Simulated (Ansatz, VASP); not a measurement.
# Cr: VASP beside Ansatz

```
CELL_PARAMETERS angstrom
2.71400 0.00000 0.00000
-1.35700 2.35039 0.00000
0.00000 0.00000 4.41000
ATOMIC_POSITIONS crystal
Cr 0.66667 0.33333 0.75000
Cr 0.33333 0.66667 0.25000
```

Alike in both runs: task single point; functional PBE; k mesh 9 × 9 × 5; occupations fermi-dirac, width 0.05 eV; collinear spin; fixed moment 4.5 μB.

|  | VASP | Ansatz |
| --- | --- | --- |
| version | VASP 6.6.1 | Ansatz 0.2.0 |
| potentials or method | VASP PAW PBE potentials, release 64 (Cr_pv) | Ansatz PAW |
| plane-wave cutoff (eV) | 520 | 420 |
| valence electrons in the cell | 24 | 28 |

VASP gave:

```
pressure (GPa)                                                : -9.3
traceless stress, the component that is largest in VASP (GPa) : -4.48
net moment per atom (μB)                                      : 2.25
size of the moment on the site where the two differ most (μB) : 2.09
```

Problem. What did Ansatz give for the same quantities?

Solution. Pressure (GPa): -9.1; traceless stress, the component that is largest in VASP (GPa): -4.52; net moment per atom (μB): 2.25; size of the moment on the site where the two differ most (μB): 2.07.

Site moments also hang on the region over which each program counts them. VASP's potentials hold 24 valence electrons a cell and Ansatz's 28, so a difference there can come from the potentials and not from the codes.
